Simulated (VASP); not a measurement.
Input of a VASP 6.6.1 run:

Contents of INCAR:

```
PREC = Accurate
ENCUT = 520
EDIFF = 1E-6
ISMEAR = 0
SIGMA = 0.1
LREAL = F
LASPH = T
NELM = 100
ALGO = Normal
ISIF = 2
LWAVE = F
LCHARG = F
GGA = PS
NBANDS = 35
```

The input KPOINTS:

```
Automatic mesh
0
Gamma
  8 8 10
```

Contents of POSCAR:

```
PbO2
1.0
    4.9972607689      0.0000000000      0.0000000000
    0.0000000000      4.9972607689      0.0000000000
    0.0000000000      0.0000000000      3.4115569158
Pb O
2 4
Direct
    0.0000000000      0.0000000000      0.0000000000
    0.5000000000      0.5000000000      0.5000000000
    0.3076225147      0.3076225147      0.0000000000
    0.1923774853      0.8076225147      0.5000000000
    0.6923774853      0.6923774853      0.0000000000
    0.8076225147      0.1923774853      0.5000000000
```

Potentials or basis: VASP PAW PBE potentials, release 64 (Pb_d, O).

Run with:

```sh
$ cat potpaw_PBE.64/Pb_d/POTCAR potpaw_PBE.64/O/POTCAR > POTCAR
$ mpirun -np 1 vasp_std > vasp.out
```

(1) What does it give for the band gap on the k mesh?

(2) What does it give for the pressure?

## Answers

(1) 0.05 eV (least direct gap 0.08 eV).

(2) 0.3 GPa.

Caveat: the smearing spreads over this small gap; the PAW data sets were made with another functional, which shifts forces and pressure a little; spin-orbit coupling is left out, which moves the levels of the heavy elements.
